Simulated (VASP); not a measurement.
Write the native input for VASP 6.6.1 that does the following.

- Task: single point
- Functional: HSE06
- Potentials or basis: VASP PAW PBE potentials, release 64 (Fe)
- Cutoff: 520 eV
- k mesh: 5 × 5 × 5
- Occupations: fermi-dirac, width 0.05 eV
- Spin: collinear spin, ferromagnetic start
- Starting moments: [4.0, 4.0] μB
- Dipole correction: no
- Grid for exact exchange (PRECFOCK): Normal
- Further INCAR settings: ALGO = Normal; EDIFF = 1e-06; NBANDS = 19
- Share of exact exchange: 0.25
- Screening parameter: 0.2079 1/Å

Crystal: Fe.

```xyz
2
Lattice="2.8980 0.0000 0.0000 0.0000 2.8980 0.0000 0.0000 0.0000 2.8980" Properties=species:S:1:pos:R:3 pbc="T T T"
Fe    0.0000    0.0000    0.0000
Fe    1.4490    1.4490    1.4490
```

The input as run:

POSCAR

```
Fe
1.0
    2.8980000000      0.0000000000      0.0000000000
    0.0000000000      2.8980000000      0.0000000000
    0.0000000000      0.0000000000      2.8980000000
Fe
2
Direct
    0.0000000000      0.0000000000      0.0000000000
    0.5000000000      0.5000000000      0.5000000000
```

INCAR.step1

```
PREC = Accurate
ENCUT = 520
EDIFF = 1E-5
ISMEAR = -1
SIGMA = 0.05
LREAL = False
LASPH = True
NELM = 200
ALGO = Normal
ISIF = 2
LWAVE = True
LCHARG = False
ISPIN = 2
MAGMOM = 4 4
LORBIT = 11
LMAXMIX = 4
GGA = PE
NBANDS = 19
GGA_COMPAT = False
```

INCAR.step2

```
PREC = Accurate
ENCUT = 520
EDIFF = 1E-6
ISMEAR = -1
SIGMA = 0.05
LREAL = False
LASPH = True
NELM = 200
ALGO = Normal
ISIF = 2
LWAVE = False
LCHARG = False
ISPIN = 2
MAGMOM = 4 4
LORBIT = 11
LMAXMIX = 4
GGA = PE
LHFCALC = True
HFSCREEN = 0.2079
PRECFOCK = Normal
ISTART = 1
NBANDS = 19
GGA_COMPAT = False
```

KPOINTS

```
Automatic mesh
0
Gamma
  5 5 5
```

Potentials or basis: VASP PAW PBE potentials, release 64 (Fe).

Run with:

```bash
$ cat potpaw_PBE.64/Fe/POTCAR > POTCAR
$ cp INCAR.step1 INCAR
$ mpirun -np 1 vasp_std > vasp.out
$ cp INCAR.step2 INCAR
$ mpirun -np 1 vasp_std > vasp.out
```

Results of the run:

The pressure is -1.1 GPa and the net moment is 5.49 μB per cell. The site moments are Fe +2.83 μB and the valence electrons inside the program's atomic spheres are Fe 7.16.

Caveat: the k points lie up to 0.43 Å⁻¹ apart; the PAW data sets were made with another functional, which shifts forces and pressure a little.

Wall time 56 min on 1 thread of Intel(R) Xeon(R) Platinum 8375C CPU @ 2.90GHz (Ice Lake) (shared host), peak memory 0.26 GiB.
